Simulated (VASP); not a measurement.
# Rh (Fm-3m) in VASP: notebook, part 3 of 4

VASP 6.6.1.

## (4) Single point, r2SCAN+D3(BJ)

Contents of POSCAR:

```
Rh
1.0
    0.0000000000      1.8978500000      1.8978500000
    1.8978500000      0.0000000000      1.8978500000
    1.8978500000      1.8978500000      0.0000000000
Rh
1
Direct
    0.0000000000      0.0000000000      0.0000000000
```

Contents of INCAR.step1:

```
SYSTEM = Rh
ALGO = Normal
EDIFF = 1E-4
ENCUT = 520
GGA = PE
ISMEAR = 1
ISYM = 0
LASPH = .True.
LCHARG = .False.
LREAL = .False.
LWAVE = .True.
NBANDS = 14
NELM = 100
PREC = Accurate
SIGMA = 0.1
```

Contents of INCAR.step2:

```
SYSTEM = Rh
ALGO = Normal
EDIFF = 1E-6
ENCUT = 520
ISIF = 2
ISMEAR = 1
ISTART = 1
ISYM = 0
IVDW = 12
LASPH = .True.
LCHARG = .False.
LMIXTAU = .True.
LREAL = .False.
LWAVE = .False.
METAGGA = R2SCAN
NBANDS = 14
NELM = 100
PREC = Accurate
SIGMA = 0.1
VDW_A1 = 0.49484001
VDW_A2 = 5.73083694
VDW_S6 = 1.0
VDW_S8 = 0.78981345
```

Contents of KPOINTS:

```
Automatic mesh
0
Gamma
  8 8 8
  0.5 0.5 0.5
```

Potentials or basis: VASP PAW PBE potentials, release 64 (Rh_pv).

Launch:

```
$ cat potpaw_PBE.64/Rh_pv/POTCAR > POTCAR
$ cp INCAR.step1 INCAR
$ mpirun -np 1 vasp_std > vasp.out
$ cp INCAR.step2 INCAR
$ mpirun -np 1 vasp_std > vasp.out
```

OUTCAR:

```text
SYSTEM = Rh
   EDIFF = 1E-6
   ENCUT = 520
   ISIF = 2
   ISMEAR = 1
   ISTART = 1
   ISYM = 0
   IVDW = 12
   LASPH = .True.
   LREAL = .False.
   METAGGA = R2SCAN
   NELM = 100
   PREC = Accurate
 IVDW          = 12

 ion  position               nearest neighbor table
   1  0.000  0.000  0.000-

IMPORTANT INFORMATION: All symmetrisations will be switched off!
NOSYMM: (Re-)initialisation of all symmetry stuff for point group C_1.

----------------------------------------------------------------------------------------

                                     Primitive cell

  volume of cell :      13.6715

  direct lattice vectors                    reciprocal lattice vectors
     0.000000000  1.897850000  1.897850000    -0.263456016  0.263456016  0.263456016
     1.897850000  0.000000000  1.897850000     0.263456016 -0.263456016  0.263456016
     1.897850000  1.897850000  0.000000000     0.263456016  0.263456016 -0.263456016

  length of vectors
     2.683965209  2.683965209  2.683965209     0.456319205  0.456319205  0.456319205

  position of ions in fractional coordinates (direct lattice)
     0.000000000  0.000000000  0.000000000

  ion indices of the primitive-cell ions
   primitive index   ion index
                 1           1

----------------------------------------------------------------------------------------

 KPOINTS: Automatic mesh

Automatic generation of k-mesh.
 Grid dimensions read from file:
 generate k-points for:    8    8    8

 Generating k-lattice:

  Cartesian coordinates                     Fractional coordinates (reciprocal lattice)
    -0.032932002  0.032932002  0.032932002     0.125000000  0.000000000  0.000000000
     0.032932002 -0.032932002  0.032932002     0.000000000  0.125000000  0.000000000
     0.032932002  0.032932002 -0.032932002     0.000000000  0.000000000  0.125000000

  Length of vectors
     0.057039901  0.057039901  0.057039901

  Shift w.r.t. Gamma in fractional coordinates (k-lattice)
     0.500000000  0.500000000  0.500000000

 Subroutine IBZKPT returns following result:
 ===========================================

 Found   1024 irreducible k-points:

 Following reciprocal coordinates:
            Coordinates               Weight
  0.062500  0.062500  0.062500      2.000000
  0.062500  0.000000  0.000000      2.000000
  0.000000  0.000000 -0.062500      2.000000
  0.000000  0.062500  0.000000      2.000000
  0.187500  0.062500  0.062500      2.000000
  0.062500  0.187500  0.062500      2.000000
[... 16 lines left out ...]
  0.000000  0.250000 -0.062500      2.000000
  0.250000  0.000000 -0.062500      2.000000
 [... further k-points ...]
   k-points           NKPTS =   1024   k-points in BZ     NKDIM =   1024   number of bands    NBANDS=     14
   number of dos      NEDOS =    301   number of ions     NIONS =      1
   total plane-waves  NPLWV =   8000
   dimension x,y,z NGX =    20 NGY =   20 NGZ =   20
   dimension x,y,z NGXF=    40 NGYF=   40 NGZF=   40
   ions per type =               1
   NGX,Y,Z   is equivalent  to a cutoff of  12.39, 12.39, 12.39 a.u.
   NGXF,Y,Z  is equivalent  to a cutoff of  24.78, 24.78, 24.78 a.u.
 SYSTEM =  Rh
   PREC   = accura    normal or accurate (medium, high low for compatibility)
   ISTART =      1    job   : 0-new  1-cont  2-samecut
   ICHARG =      0    charge: 1-file 2-atom 10-const
   ISPIN  =      1    spin polarized calculation?
   LNONCOLLINEAR =      F non collinear calculations
   LSORBIT =      F    spin-orbit coupling
   LASPH  =      T    aspherical Exc in radial PAW
   ENCUT  =  520.0 eV  38.22 Ry    6.18 a.u.   4.99  4.99  4.99*2*pi/ulx,y,z
   NELM   =    100;   NELMIN=  2; NELMDL=  0     # of ELM steps
   EDIFF  = 0.1E-05   stopping-criterion for ELM
   LREAL  =      F    real-space projection
   EDIFFG = 0.1E-04   stopping-criterion for IOM
   NSW    =      0    number of steps for IOM
   IBRION =     -1    ionic relax: 0-MD 1-quasi-New 2-CG
   NFREE  =      0    steps in history (QN), initial steepest desc. (CG)
   ISIF   =      2    stress and relaxation
   ISYM   =      0    0-nonsym 1-usesym 2-fastsym
   POTIM  = 0.5000    time-step for ionic-motion
   TEBEG  =    0.0;   TEEND  =   0.0 temperature during run
   PSTRESS=    0.0 pullay stress
   NELECT =      15.0000    total number of electrons
   NUPDOWN=      -1.0000    fix difference up-down
   EMIN   =  10.00;   EMAX   =-10.00  energy-range for DOS
   EFERMI =   0.00;   METHOD = LEGACY
   ISMEAR =     1;   SIGMA  =   0.10  broadening in eV -4-tet -1-fermi 0-gaus
   EFERMI_NEDOS =   21; number of points for ismear=-14 and -15
   IALGO  =     38    algorithm
   IMIX   =      4    mixing-type and parameters
     AMIX     =   0.40;   BMIX     =  1.00
     AMIX_MAG =   1.60;   BMIX_MAG =  1.00
  volume/ion in A,a.u.               =      13.67        92.26
  Fermi-wavevector in a.u.,A,eV,Ry     =   1.688496  3.190795 38.790465  2.851019
  Thomas-Fermi vector in A             =   2.770792
   LORBIT       =      0    0 simple, 1 ext, 2 COOP (PROOUT), +10 PAW based schemes
   METAGGA = R2SCAN    functional components
   LHFCALC =     F    Hartree Fock is set to
   AEXX    =    0.0000 exact exchange contribution
   IVDW    =    12    specifies the selected vdW correction
   LEPSILON=     F    determine dielectric tensor
   LRPA    =     F    only Hartree local field effects (RPA)
 non-spin polarized calculation
 Methfessel and Paxton  Order N= 1 SIGMA  =   0.10
  energy-cutoff  :      520.00
  volume of cell :       13.67
 maximum number of plane-waves:       375
   NGX =  9   NGY =  9   NGZ =  9

 number of electron      15.0000007 magnetization

 Free energy of the ion-electron system (eV)
  ---------------------------------------------------
  ext. energy  EPLUGINS =         0.00000000
  ---------------------------------------------------
  free energy    TOTEN  =       -24.13338811 eV

  energy without entropy =      -24.13219019  energy(sigma->0) =      -24.13298880

 E-fermi :  11.8107     XC(G=0): -15.2451

 val. band max:       11.7973448246   @ k =   0.3125   0.1875  -0.1875
 cond. band min:      11.8279877043   @ k =   0.1875   0.1875   0.3125
 fundamental gap:      0.0306428797
 Fermi energy:        11.8106902278

 k-point     1 :       0.0625    0.0625    0.0625
  band No.  band energies     occupation
      1     -35.9843      2.00000
      2     -35.9569      2.00000
      3     -35.9569      2.00000
      4       3.7819      2.00000
      5       8.5677      2.00000
      6       8.7055      2.00000
      7       8.7055      2.00000
      8      10.7284      2.00000
      9      10.7284      2.00000
     10      28.7913      0.00000
     11      29.2293      0.00000
     12      33.4495      0.00000
     13      34.5728      0.00000
     14      34.5728      0.00000

 k-point     2 :       0.0625    0.0000    0.0000
  band No.  band energies     occupation
      1     -35.9843      2.00000
      2     -35.9569      2.00000
      3     -35.9569      2.00000
      4       3.7819      2.00000
      5       8.5677      2.00000
      6       8.7055      2.00000
      7       8.7055      2.00000
      8      10.7284      2.00000
      9      10.7284      2.00000
     10      28.7913      0.00000
     11      29.2293      0.00000
     12      33.4495      0.00000
     13      34.5728      0.00000
     14      34.5728      0.00000
[... 343 lines left out ...]
      1     -36.4143      2.00000
      2     -36.0479      2.00000
      3     -36.0068      2.00000
      4       5.7134      2.00000
      5       8.5145      2.00000
      6       8.9870      2.00000
      7       9.0566      2.00000
      8      10.7400      2.00000
      9      11.6202      2.02150
     10      27.1538      0.00000
     11      29.2292      0.00000
     12      30.1851      0.00000
     13      35.6613      0.00000
     14      37.5725      0.00000

 k-point    24 :       0.2500    0.0000   -0.0625
  band No.  band energies     occupation
      1     -36.4143      2.00000
      2     -36.0479      2.00000
      3     -36.0068      2.00000
      4       5.7134      2.00000
      5       8.5145      2.00000
      6       8.9870      2.00000
      7       9.0566      2.00000
      8      10.7400      2.00000
      9      11.6202      2.02150
     10      27.1538      0.00000
     11      29.2292      0.00000
     12      30.1851      0.00000
     13      35.6613      0.00000
     14      37.5725      0.00000

 [... further k-points ...]

------------------------ aborting loop because EDIFF is reached ----------------------------------------

 Edisp (eV)   -0.30683

 E8    (eV) :    -0.1088

  FORCE on cell =-STRESS in cart. coord.  units (eV):
  Direction    XX          YY          ZZ          XY          YZ          ZX
  --------------------------------------------------------------------------------------
  -------------------------------------------------------------------------------------
  Total      -0.11938    -0.11938    -0.11938     0.00000     0.00000     0.00000
  in kB     -13.99019   -13.99019   -13.99019     0.00015     0.00015     0.00015
  external pressure =      -13.99 kB  Pullay stress =        0.00 kB

 VOLUME and BASIS-vectors are now :
 -----------------------------------------------------------------------------
  energy-cutoff  :      520.00
  volume of cell :       13.67
      direct lattice vectors                 reciprocal lattice vectors
     0.000000000  1.897850000  1.897850000    -0.263456016  0.263456016  0.263456016
     1.897850000  0.000000000  1.897850000     0.263456016 -0.263456016  0.263456016
     1.897850000  1.897850000  0.000000000     0.263456016  0.263456016 -0.263456016

 POSITION                                       TOTAL-FORCE (eV/Angst)
 -----------------------------------------------------------------------------------
      0.00000      0.00000      0.00000        -0.000000      0.000000      0.000000
 -----------------------------------------------------------------------------------
    total drift:                               -0.000000      0.000000      0.000000

  FREE ENERGIE OF THE ION-ELECTRON SYSTEM (eV)
  ---------------------------------------------------
  free  energy   TOTEN  =       -24.4402136241 eV

  energy  without entropy=      -24.4390157007  energy(sigma->0) =      -24.43981432
```

It took 6.4 min on 1 thread of Intel Xeon Platinum 8488C (Sapphire Rapids), shared host; peak memory 0.28 GiB.

What came out:

- Free energy: -24.4402 eV
- Pressure: -1.4 GPa
- Dispersion energy per atom: -0.307 eV

Levels at points of the mesh, in eV from the Fermi level:
```tsv
k point	band 5	band 6	band 7	band 8	band 9	band 10
(0.06, 0.06, 0.06)	-3.24	-3.11	-3.11	-1.08	-1.08	16.98
```

Caveat: the PAW data sets were made with another functional, which shifts forces and pressure a little; pairwise dispersion overbinds metals, which lowers pressure and volume.

(Part 3 of 4 ends here.)
